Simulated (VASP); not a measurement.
# CdS (Fm-3m) in VASP: further runs

The runs below take CdS through single point, relaxation of cell and atoms, with r2SCAN, PBE0, LDA, BLYP, revPBE+D3(BJ).

Program: VASP 6.6.1. These are calculated values, not measurements. Logs are shortened: lines on timing, memory, paths and dates and some standing lists are left out, and cuts for length are marked.

### 1 The cell of the first run

It takes space group Fm-3m (No. 225, cubic). The conventional cell has a = 5.614 Å, b = 5.614 Å, c = 5.614 Å, α = 90.00°, β = 90.00°, γ = 90.00°. Within 3.7 Å of Cd (site symmetry m-3m) lie 6 S at 2.81 Å. S (site symmetry m-3m) has 6 Cd at 2.81 Å within 3.7 Å.

### 2 Single point, r2SCAN

POSCAR reads:

```
CdS
1.0
    0.0000000000      2.8072428857      2.8072428857
    2.8072428857      0.0000000000      2.8072428857
    2.8072428857      2.8072428857      0.0000000000
Cd S
1 1
Direct
    0.0000000000      0.0000000000      0.0000000000
    0.5000000000      0.5000000000      0.5000000000
```

INCAR.step1 reads:

```
  PREC = Accurate
  ENCUT = 520
  ISMEAR = -1
  SIGMA = 0.05
  LREAL = F
  LASPH = T
  NELM = 60
  NBANDS = 16
  GGA = PE
  ALGO = Normal
  EDIFF = 1E-4
  LWAVE = T
  LCHARG = F
```

INCAR.step2 reads:

```
  PREC = Accurate
  ENCUT = 520
  EDIFF = 1E-6
  ISMEAR = -1
  SIGMA = 0.05
  LREAL = F
  LASPH = T
  NELM = 60
  ALGO = Normal
  ISIF = 2
  LWAVE = F
  LCHARG = F
  METAGGA = R2SCAN
  LMIXTAU = T
  NBANDS = 16
  ISTART = 1
```

KPOINTS reads:

```
Automatic mesh
0
Gamma
  8 8 8
```

Potentials or basis: VASP PAW PBE potentials, release 64 (Cd, S).

Started as:

```sh
> cat potpaw_PBE.64/Cd/POTCAR potpaw_PBE.64/S/POTCAR > POTCAR
> cp INCAR.step1 INCAR
> mpirun -np 1 vasp_std > vasp.out
> cp INCAR.step2 INCAR
> mpirun -np 1 vasp_std > vasp.out
```

OUTCAR:

```text
PREC = Accurate
   ENCUT = 520
   EDIFF = 1E-6
   ISMEAR = -1
   LREAL = F
   LASPH = T
   NELM = 60
   ISIF = 2
   METAGGA = R2SCAN
   ISTART = 1

 ion  position               nearest neighbor table
   1  0.000  0.000  0.000-   2 2.81   2 2.81   2 2.81   2 2.81   2 2.81   2 2.81
   2  0.500  0.500  0.500-   1 2.81   1 2.81   1 2.81   1 2.81   1 2.81   1 2.81

  LATTYP: Found a face centered cubic cell.
 ALAT       =     5.6144857714

  Lattice vectors:

 A1 = (   0.0000000000,   2.8072428857,   2.8072428857)
 A2 = (   2.8072428857,   0.0000000000,   2.8072428857)
 A3 = (   2.8072428857,   2.8072428857,   0.0000000000)

Analysis of symmetry for initial positions (statically):
=====================================================================
 Subroutine PRICEL returns:
 Original cell was already a primitive cell.

 Routine SETGRP: Setting up the symmetry group for a
 face centered cubic supercell.

 Subroutine GETGRP returns: Found 48 space group operations
 (whereof 48 operations were pure point group operations)
 out of a pool of 48 trial point group operations.

The static configuration has the point symmetry O_h .

Analysis of symmetry for dynamics (positions and initial velocities):
=====================================================================
 Subroutine PRICEL returns:
 Original cell was already a primitive cell.

 Routine SETGRP: Setting up the symmetry group for a
 face centered cubic supercell.

 Subroutine GETGRP returns: Found 48 space group operations
 (whereof 48 operations were pure point group operations)
 out of a pool of 48 trial point group operations.

The dynamic configuration has the point symmetry O_h .

 Subroutine INISYM returns: Found 48 space group operations
 (whereof 48 operations are pure point group operations),
 and found     1 'primitive' translations

----------------------------------------------------------------------------------------

                                     Primitive cell

  volume of cell :      44.2456

  direct lattice vectors                    reciprocal lattice vectors
     0.000000000  2.807242886  2.807242886    -0.178110702  0.178110702  0.178110702
     2.807242886  0.000000000  2.807242886     0.178110702 -0.178110702  0.178110702
     2.807242886  2.807242886  0.000000000     0.178110702  0.178110702 -0.178110702

  length of vectors
     3.970040962  3.970040962  3.970040962     0.308496785  0.308496785  0.308496785

  position of ions in fractional coordinates (direct lattice)
     0.000000000  0.000000000  0.000000000
     0.500000000  0.500000000  0.500000000

  ion indices of the primitive-cell ions
   primitive index   ion index
                 1           1
                 2           2

----------------------------------------------------------------------------------------

 KPOINTS: Automatic mesh

Automatic generation of k-mesh.
 Grid dimensions read from file:
 generate k-points for:    8    8    8

 Generating k-lattice:

  Cartesian coordinates                     Fractional coordinates (reciprocal lattice)
    -0.022263838  0.022263838  0.022263838     0.125000000  0.000000000  0.000000000
     0.022263838 -0.022263838  0.022263838     0.000000000  0.125000000  0.000000000
     0.022263838  0.022263838 -0.022263838     0.000000000  0.000000000  0.125000000

  Length of vectors
     0.038562098  0.038562098  0.038562098

  Shift w.r.t. Gamma in fractional coordinates (k-lattice)
     0.000000000  0.000000000  0.000000000

 Subroutine IBZKPT returns following result:
 ===========================================

 Found     29 irreducible k-points:

 Following reciprocal coordinates:
            Coordinates               Weight
  0.000000  0.000000  0.000000      1.000000
  0.125000  0.000000  0.000000      8.000000
  0.250000  0.000000  0.000000      8.000000
  0.375000  0.000000  0.000000      8.000000
  0.500000  0.000000  0.000000      4.000000
  0.125000  0.125000  0.000000      6.000000
[... 16 lines left out ...]
  0.500000  0.250000  0.125000     48.000000
 -0.375000  0.250000  0.125000     24.000000
 [... further k-points ...]
   k-points           NKPTS =     29   k-points in BZ     NKDIM =     29   number of bands    NBANDS=     16
   number of dos      NEDOS =    301   number of ions     NIONS =      2
   total plane-waves  NPLWV =  27000
   dimension x,y,z NGX =    30 NGY =   30 NGZ =   30
   dimension x,y,z NGXF=    60 NGYF=   60 NGZF=   60
   ions per type =               1   1
   NGX,Y,Z   is equivalent  to a cutoff of  12.56, 12.56, 12.56 a.u.
   NGXF,Y,Z  is equivalent  to a cutoff of  25.13, 25.13, 25.13 a.u.
 SYSTEM =  unknown system
   PREC   = accura    normal or accurate (medium, high low for compatibility)
   ISTART =      1    job   : 0-new  1-cont  2-samecut
   ICHARG =      0    charge: 1-file 2-atom 10-const
   ISPIN  =      1    spin polarized calculation?
   LNONCOLLINEAR =      F non collinear calculations
   LSORBIT =      F    spin-orbit coupling
   LASPH  =      T    aspherical Exc in radial PAW
   ENCUT  =  520.0 eV  38.22 Ry    6.18 a.u.   7.38  7.38  7.38*2*pi/ulx,y,z
   NELM   =     60;   NELMIN=  2; NELMDL=  0     # of ELM steps
   EDIFF  = 0.1E-05   stopping-criterion for ELM
   LREAL  =      F    real-space projection
   EDIFFG = 0.1E-04   stopping-criterion for IOM
   NSW    =      0    number of steps for IOM
   IBRION =     -1    ionic relax: 0-MD 1-quasi-New 2-CG
   NFREE  =      0    steps in history (QN), initial steepest desc. (CG)
   ISIF   =      2    stress and relaxation
   ISYM   =      2    0-nonsym 1-usesym 2-fastsym
   POTIM  = 0.5000    time-step for ionic-motion
   TEBEG  =    0.0;   TEEND  =   0.0 temperature during run
   PSTRESS=    0.0 pullay stress
   NELECT =      18.0000    total number of electrons
   NUPDOWN=      -1.0000    fix difference up-down
   EMIN   =  10.00;   EMAX   =-10.00  energy-range for DOS
   EFERMI =   0.00;   METHOD = LEGACY
   ISMEAR =    -1;   SIGMA  =   0.05  broadening in eV -4-tet -1-fermi 0-gaus
   EFERMI_NEDOS =   21; number of points for ismear=-14 and -15
   IALGO  =     38    algorithm
   IMIX   =      4    mixing-type and parameters
     AMIX     =   0.40;   BMIX     =  1.00
     AMIX_MAG =   1.60;   BMIX_MAG =  1.00
  volume/ion in A,a.u.               =      22.12       149.29
  Fermi-wavevector in a.u.,A,eV,Ry     =   1.213042  2.292316 20.020562  1.471470
  Thomas-Fermi vector in A             =   2.348506
   LORBIT       =      0    0 simple, 1 ext, 2 COOP (PROOUT), +10 PAW based schemes
   METAGGA = R2SCAN    functional components
   LHFCALC =     F    Hartree Fock is set to
   AEXX    =    0.0000 exact exchange contribution
   IVDW    =     0    specifies the selected vdW correction
   LEPSILON=     F    determine dielectric tensor
   LRPA    =     F    only Hartree local field effects (RPA)
 non-spin polarized calculation
  energy-cutoff  :      520.00
  volume of cell :       44.25
 maximum number of plane-waves:      1243
 NGX is ok and might be reduce to    30
   NGX = 15   NGY = 15   NGZ = 15

 number of electron      17.9999993 magnetization

 Free energy of the ion-electron system (eV)
  ---------------------------------------------------
  ext. energy  EPLUGINS =         0.00000000
  ---------------------------------------------------
  free energy    TOTEN  =       -29.46044186 eV

  energy without entropy =      -29.46041324  energy(sigma->0) =      -29.46042755

 E-fermi :   2.3508     XC(G=0): -10.5466

 val. band max:        1.9275734651   @ k =  -0.2500   0.1250   0.0000
 cond. band min:       2.6424624408   @ k =   0.5000   0.5000   0.0000
 fundamental gap:      0.7148889756
 Fermi energy:         2.3508252761

 k-point     1 :       0.0000    0.0000    0.0000
  band No.  band energies     occupation
      1     -10.8265      2.00000
      2      -5.7968      2.00000
      3      -5.7968      2.00000
      4      -5.7968      2.00000
      5      -5.7931      2.00000
      6      -5.7931      2.00000
[... 8 lines left out ...]
     15      13.6996      0.00000
     16      13.6996      0.00000

 k-point     2 :       0.1250    0.0000    0.0000
  band No.  band energies     occupation
      1     -10.7097      2.00000
      2      -5.8315      2.00000
      3      -5.8315      2.00000
      4      -5.8067      2.00000
      5      -5.7735      2.00000
      6      -5.7735      2.00000
[... 8 lines left out ...]
     15      12.6149      0.00000
     16      13.4132      0.00000

 k-point     3 :       0.2500    0.0000    0.0000
  band No.  band energies     occupation
      1     -10.4008      2.00000
      2      -5.9205      2.00000
      3      -5.9205      2.00000
      4      -5.8427      2.00000
      5      -5.7180      2.00000
      6      -5.7180      2.00000
[... 8 lines left out ...]
     15      13.2310      0.00000
     16      13.2310      0.00000

 k-point     4 :       0.3750    0.0000    0.0000
  band No.  band energies     occupation
      1     -10.0408      2.00000
      2      -6.0066      2.00000
      3      -6.0065      2.00000
      4      -5.9088      2.00000
      5      -5.6617      2.00000
      6      -5.6617      2.00000
[... 8 lines left out ...]
     15      14.5231      0.00000
     16      14.5231      0.00000

 k-point     5 :       0.5000    0.0000    0.0000
  band No.  band energies     occupation
      1      -9.8705      2.00000
      2      -6.0413      2.00000
      3      -6.0413      2.00000
      4      -5.9523      2.00000
      5      -5.6381      2.00000
      6      -5.6381      2.00000
[... 8 lines left out ...]
     15      15.4620      0.00000
     16      15.4620      0.00000

 k-point     6 :       0.1250    0.1250    0.0000
  band No.  band energies     occupation
      1     -10.6769      2.00000
      2      -5.8696      2.00000
      3      -5.8138      2.00000
      4      -5.7806      2.00000
      5      -5.7740      2.00000
      6      -5.7740      2.00000
[... 8 lines left out ...]
     15      14.7111      0.00000
     16      14.8339      0.00000

 k-point     7 :       0.2500    0.1250    0.0000
  band No.  band energies     occupation
      1     -10.4497      2.00000
      2      -5.9283      2.00000
      3      -5.8320      2.00000
      4      -5.8309      2.00000
      5      -5.7385      2.00000
      6      -5.7116      2.00000
[... 8 lines left out ...]
     15      14.3092      0.00000
     16      14.7143      0.00000

 k-point     8 :       0.3750    0.1250    0.0000
  band No.  band energies     occupation
      1     -10.1286      2.00000
      2      -5.9601      2.00000
      3      -5.9198      2.00000
      4      -5.8649      2.00000
      5      -5.6846      2.00000
      6      -5.6538      2.00000
[... 8 lines left out ...]
     15      14.9807      0.00000
     16      15.1696      0.00000

 k-point     9 :       0.5000    0.1250    0.0000
  band No.  band energies     occupation
      1      -9.9024      2.00000
      2      -5.9957      2.00000
      3      -5.9449      2.00000
      4      -5.9113      2.00000
      5      -5.6364      2.00000
      6      -5.6330      2.00000
[... 8 lines left out ...]
     15      15.6096      0.00000
     16      16.0986      0.00000
[... 172 lines left out ...]
 k-point    19 :       0.5000    0.3750    0.0000
  band No.  band energies     occupation
      1     -10.0356      2.00000
      2      -5.8947      2.00000
      3      -5.7572      2.00000
      4      -5.6293      2.00000
      5      -5.6008      2.00000
      6      -5.1999      2.00000
[... 8 lines left out ...]
     15      16.6473      0.00000
     16      17.3987      0.00000

 k-point    20 :      -0.3750    0.3750    0.0000
  band No.  band energies     occupation
      1      -9.9512      2.00000
      2      -5.8717      2.00000
      3      -5.8514      2.00000
      4      -5.6863      2.00000
      5      -5.6139      2.00000
      6      -5.2465      2.00000
[... 8 lines left out ...]
     15      15.3740      0.00000
     16      17.9190      0.00000

 k-point    21 :       0.5000    0.5000    0.0000
  band No.  band energies     occupation
      1     -10.0598      2.00000
      2      -5.9129      2.00000
      3      -5.7078      2.00000
      4      -5.5877      2.00000
      5      -5.5877      2.00000
      6      -5.0129      2.00000
[... 8 lines left out ...]
     15      16.6782      0.00000
     16      17.0825      0.00000

 k-point    22 :       0.3750    0.2500    0.1250
  band No.  band energies     occupation
      1     -10.2344      2.00000
      2      -5.9257      2.00000
      3      -5.8633      2.00000
      4      -5.8402      2.00000
      5      -5.7053      2.00000
      6      -5.6471      2.00000
[... 8 lines left out ...]
     15      15.5136      0.00000
     16      16.2283      0.00000

 k-point    23 :       0.5000    0.2500    0.1250
  band No.  band energies     occupation
      1     -10.0036      2.00000
      2      -5.9433      2.00000
      3      -5.8687      2.00000
      4      -5.8335      2.00000
      5      -5.6573      2.00000
      6      -5.5781      2.00000
[... 8 lines left out ...]
     15      15.9429      0.00000
     16      16.4651      0.00000

 k-point    24 :      -0.3750    0.2500    0.1250
  band No.  band energies     occupation
      1      -9.9028      2.00000
      2      -5.9731      2.00000
      3      -5.8492      2.00000
      4      -5.8223      2.00000
      5      -5.6297      2.00000
      6      -5.5450      2.00000
[... 8 lines left out ...]
     15      14.5880      0.00000
     16      16.7797      0.00000

 [... further k-points ...]

------------------------ aborting loop because EDIFF is reached ----------------------------------------

  FORCE on cell =-STRESS in cart. coord.  units (eV):
  Direction    XX          YY          ZZ          XY          YZ          ZX
  --------------------------------------------------------------------------------------
  -------------------------------------------------------------------------------------
  Total       -1.5355868     -1.5355868     -1.5355868      0.0000000      0.0000000      0.0000000
  in kB      -55.6051461    -55.6051461    -55.6051461      0.0000000      0.0000000      0.0000000
  external PRESSURE =     -55.6051461 kB  Pullay stress =       0.0000000 kB

 VOLUME and BASIS-vectors are now :
 -----------------------------------------------------------------------------
  energy-cutoff  :      520.00
  volume of cell :       44.25
      direct lattice vectors                 reciprocal lattice vectors
     0.000000000  2.807242886  2.807242886    -0.178110702  0.178110702  0.178110702
     2.807242886  0.000000000  2.807242886     0.178110702 -0.178110702  0.178110702
     2.807242886  2.807242886  0.000000000     0.178110702  0.178110702 -0.178110702

 POSITION                                       TOTAL-FORCE (eV/Angst)
 -----------------------------------------------------------------------------------
      0.00000      0.00000      0.00000         0.000000      0.000000      0.000000
      2.80724      2.80724      2.80724        -0.000000     -0.000000     -0.000000
 -----------------------------------------------------------------------------------
    total drift:                               -0.000000      0.000000      0.000000

  FREE ENERGIE OF THE ION-ELECTRON SYSTEM (eV)
  ---------------------------------------------------
  free  energy   TOTEN  =       -29.4604418640 eV

  energy  without entropy=      -29.4604132380  energy(sigma->0) =      -29.46042755
```

Run time: 84 s. Hardware: 1 thread of Intel Xeon 6975P-C, shared host; peak memory 0.18 GiB.

Results:

```
Free energy            : -29.4604 eV
Pressure               : -5.6 GPa
Band gap on the k mesh : 0.71 eV, indirect (least direct gap 1.76 eV)
```

Levels at points of the mesh, in eV from the valence-band top:
| k point | band 7 | band 8 | band 9 | band 10 | band 11 | band 12 |
| --- | --- | --- | --- | --- | --- | --- |
| (0.00, 0.00, 0.00) | -0.59 | -0.59 | -0.59 | 1.17 | 9.69 | 9.69 |
| (0.50, 0.00, 0.00) | -4.49 | -0.01 | -0.01 | 4.09 | 6.49 | 6.49 |
| (0.50, 0.50, 0.00) | -3.78 | -1.86 | -1.86 | 0.71 | 6.52 | 10.16 |

Caveat: the PAW data sets were made with another functional, which shifts forces and pressure a little. r2SCAN opens gaps a little over a GGA but as a rule still falls short of measured ones.

[end of part 1 of 3]
